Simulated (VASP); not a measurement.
Input of a VASP 6.6.1 run:

POSCAR

```
Rb
1.0
    0.0000000000      3.6398850000      3.6398850000
    3.6398850000      0.0000000000      3.6398850000
    3.6398850000      3.6398850000      0.0000000000
Rb
1
Direct
    0.0000000000      0.0000000000      0.0000000000
```

INCAR.step1

```
SYSTEM = Rb
ALGO = Normal
EDIFF = 1E-4
ENCUT = 520
GGA = PE
ISMEAR = 0
LASPH = .TRUE.
LCHARG = .FALSE.
LREAL = .FALSE.
LWAVE = .TRUE.
NBANDS = 10
NELM = 60
PREC = Accurate
SIGMA = 0.15
```

The input INCAR.step2:

```
SYSTEM = Rb
ALGO = Normal
EDIFF = 1E-6
ENCUT = 520
ISIF = 2
ISMEAR = 0
ISTART = 1
LASPH = .TRUE.
LCHARG = .FALSE.
LMIXTAU = .TRUE.
LREAL = .FALSE.
LWAVE = .FALSE.
METAGGA = R2SCAN
NBANDS = 10
NELM = 60
PREC = Accurate
SIGMA = 0.15
```

Contents of KPOINTS:

```
k-points
0
G
  6 6 6
  0 0 0
```

Potentials or basis: VASP PAW PBE potentials, release 64 (Rb_sv).

Command:

```console
$ cat potpaw_PBE.64/Rb_sv/POTCAR > POTCAR
$ cp INCAR.step1 INCAR
$ mpirun -np 1 vasp_std > vasp.out
$ cp INCAR.step2 INCAR
$ mpirun -np 1 vasp_std > vasp.out
```

Task: Estimate the pressure.

Result: 0.0 GPa.

Caveat: the PAW data sets were made with another functional, which shifts forces and pressure a little.
